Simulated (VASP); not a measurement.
Runs of VASP 6.6.1 on CsBr. The structure is that of space group Pm-3m (No. 221), or close to it. The cells are those of the table. 

| task | cell | cutoff (eV) | gap on the mesh (eV) | pressure (GPa) |
| --- | --- | --- | --- | --- |
| single point | a = 4.410 Å, 2 atoms | 500 | 4.19 | -0.1 |
| electric field gradients | a = 4.410 Å, 2 atoms | 400 | 4.19 | (b) |
| single point | a = 4.238 Å, 2 atoms | 500 | 4.65 | 1.7 |
| electric field gradients | a = 4.368 Å, 2 atoms | 400 | 4.30 | 0.2 |
| single point | a = 4.282 Å, 2 atoms | 500 | 4.53 | 1.2 |
| electric field gradients | a = 4.282 Å, 2 atoms | 400 | 4.53 | 1.1 |
| electric field gradients | a = 4.238 Å, 2 atoms | 400 | 4.65 | 1.7 |
| electric field gradients | a = 4.326 Å, 2 atoms | 400 | 4.41 | (a) |
| single point | a = 4.368 Å, 2 atoms | 500 | 4.30 | 0.2 |

Alike in all rows: level PBE; potentials or basis VASP PAW PBE potentials, release 64 (Cs_sv, Br); no spin polarisation; k mesh 6 × 6 × 6; smearing fermi-dirac 0.02 eV.

Estimate the missing entries.

(a) 0.6; (b) -0.2.

Caveats: spin-orbit coupling is left out, which moves the levels of the heavy elements.

A k mesh can miss the band edges, and the runs leave out spin-orbit coupling on Br, Cs.
